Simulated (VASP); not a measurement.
Runs of VASP 6.6.1 on Ti. The structure is that of space group P6/mmm (No. 191), or close to it. The cells are those of the table. This isn't the form of Ti at room conditions, which is hcp.

| task | cell | k mesh | cutoff (eV) | smearing | gap on the mesh (eV) | pressure (GPa) | relaxed volume (Å³/atom) |
| --- | --- | --- | --- | --- | --- | --- | --- |
| relaxation of cell and atoms | relaxed from a = 4.451, b = 4.451, c = 2.771 Å, angles 90.0, 90.0, 120.0°, 3 atoms | 12 × 12 × 14 | 600 | fermi-dirac 0.15 eV | none | 0.0 | (a) |
| relaxation of cell and atoms | relaxed from a = 4.567, b = 4.567, c = 2.826 Å, angles 90.0, 90.0, 120.0°, 3 atoms | 12 × 12 × 14 | 600 | gaussian 0.1 eV | none | 0.0 | 15.83 |
| single point | a = 4.567, b = 4.567, c = 2.826 Å, angles 90.0, 90.0, 120.0°, 3 atoms | 6 × 6 × 6 | 520 | gaussian 0.1 eV | none | -8.0 | - |
| single point | a = 4.451, b = 4.451, c = 2.771 Å, angles 90.0, 90.0, 120.0°, 3 atoms | 12 × 12 × 14 | 520 | gaussian 0.1 eV | none | -0.3 | - |

Alike in all rows: level LDA; potentials or basis VASP PAW LDA potentials, release 64 (Ti_sv); no spin polarisation.

Question: Fill in the values left out.

Answer: (a) 15.88.

Caveats: some runs use coarse meshes.

A gap of «none» marks levels without a gap at the run's occupations.
